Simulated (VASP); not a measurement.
# TaN (rocksalt type): single point with r2SCAN

Crystal: TaN (rocksalt type).

```xyz
2
Lattice="0.0000 2.1980 2.1980 2.1980 0.0000 2.1980 2.1980 2.1980 0.0000" Properties=species:S:1:pos:R:3 pbc="T T T"
Ta    0.0000    0.0000    0.0000
N     2.1980    2.1980    2.1980
```

| Property | Result |
| --- | --- |
| Program | VASP 6.6.1 |
| Task | single point |
| Functional | r2SCAN |
| Potentials or basis | VASP PAW PBE potentials, release 64 (Ta_sv_GW, N) |
| Cutoff | 770 eV |
| k mesh | 15 × 15 × 15 |
| Occupations | fermi-dirac, width 0.05 eV |
| Spin | no spin polarisation |
| Dipole correction | no |
| Further INCAR settings | ALGO = Normal; EDIFF = 1e-06; NBANDS = 16 |

```json
{
 "Pressure": "0.0 GPa",
 "Band gap on the k mesh": "zero (bands 9 and 10 overlap by 4.03 eV)"
}
```

Levels at points of the mesh, in eV from the Fermi level:
| k point | band 5 | band 6 | band 7 | band 8 | band 9 | band 10 | band 11 | band 12 | band 13 | band 14 |
| --- | --- | --- | --- | --- | --- | --- | --- | --- | --- | --- |
| (0.00, 0.00, 0.00) | -20.01 | -4.16 | -4.16 | -4.16 | -2.16 | -2.16 | -2.16 | 0.17 | 0.17 | 1.78 |

Wall time 95 s on 1 thread of Intel(R) Xeon(R) 6975P-C (Granite Rapids), with other jobs on the host, peak memory 0.23 GiB.

Caveat: the PAW data sets were made with another functional, which shifts forces and pressure a little; spin-orbit coupling is left out, which moves the levels of the heavy elements.
